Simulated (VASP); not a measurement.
Set up this calculation in VASP 6.6.1, as the native input.

| Quantity | Value |
| --- | --- |
| Task | relaxation of cell and atoms |
| Functional | PBEsol |
| Potentials or basis | VASP PAW PBE potentials, release 64 (Ir) |
| Cutoff | 600 eV |
| k mesh | 11 × 11 × 6 |
| Occupations | fermi-dirac, width 0.05 eV |
| Spin | no spin polarisation |
| Target pressure | 2 GPa |
| Dipole correction | no |
| Further INCAR settings | ALGO = Normal; EDIFF = 1e-07; IBRION = 2; EDIFFG = -0.005; NSW = 80; ISIF = 3 |

The structure of Ir lies in POSCAR:

```
Ir
1.0
    2.7513778946      0.0000000000      0.0000000000
   -1.3756889473      2.3827631521      0.0000000000
    0.0000000000      0.0000000000      4.4622900000
Ir
2
Direct
    0.3333333333      0.6666666667      0.2500000000
    0.6666666667      0.3333333333      0.7500000000
```

These files were run (other wordings do the same):

INCAR

```
SYSTEM = Ir
PREC = Accurate ; ENCUT = 600
EDIFF = 1E-7 ; ISMEAR = -1
SIGMA = 0.05 ; LREAL = .FALSE.
LASPH = .TRUE. ; NELM = 60
ALGO = Normal ; ISIF = 3
LWAVE = .FALSE. ; LCHARG = .FALSE.
GGA = PS ; IBRION = 2
NSW = 80 ; EDIFFG = -0.005
PSTRESS = 20.0
```

KPOINTS

```
regular mesh
0
G
  11 11 6
  0 0 0
```

Potentials or basis: VASP PAW PBE potentials, release 64 (Ir).

The run is started by

```bash
$ cat potpaw_PBE.64/Ir/POTCAR > POTCAR
$ mpirun -np 1 vasp_std > vasp.out
```

It gave:

| Quantity | Value |
| --- | --- |
| Relaxed volume | 14.09 Å³/atom |
| Relaxed cell | a = 2.717 Å, b = 2.717 Å, c = 4.405 Å, α = 90.00°, β = 90.00°, γ = 120.00° |
| Space group after relaxing (to 0.05 Å) | P6_3/mmc (No. 194) |
| Energy change on relaxing (the enthalpy is what falls) | -17.1 meV/atom |
| Ionic steps | 7 |
| Pressure after relaxing | 2.0 GPa |
| Band gap on the k mesh | zero (band 9 reaches 11.43 eV, above the bottom of band 10 at 8.13 eV) |

Caveat: the cell is relaxed towards a set pressure, so the enthalpy falls and the energy may rise; the PAW data sets were made with another functional, which shifts forces and pressure a little; spin-orbit coupling is left out, which moves the levels of the heavy elements.

It took 63 s on 1 thread of Intel Xeon 6975P-C, with other jobs on the host, peak memory 0.18 GiB.
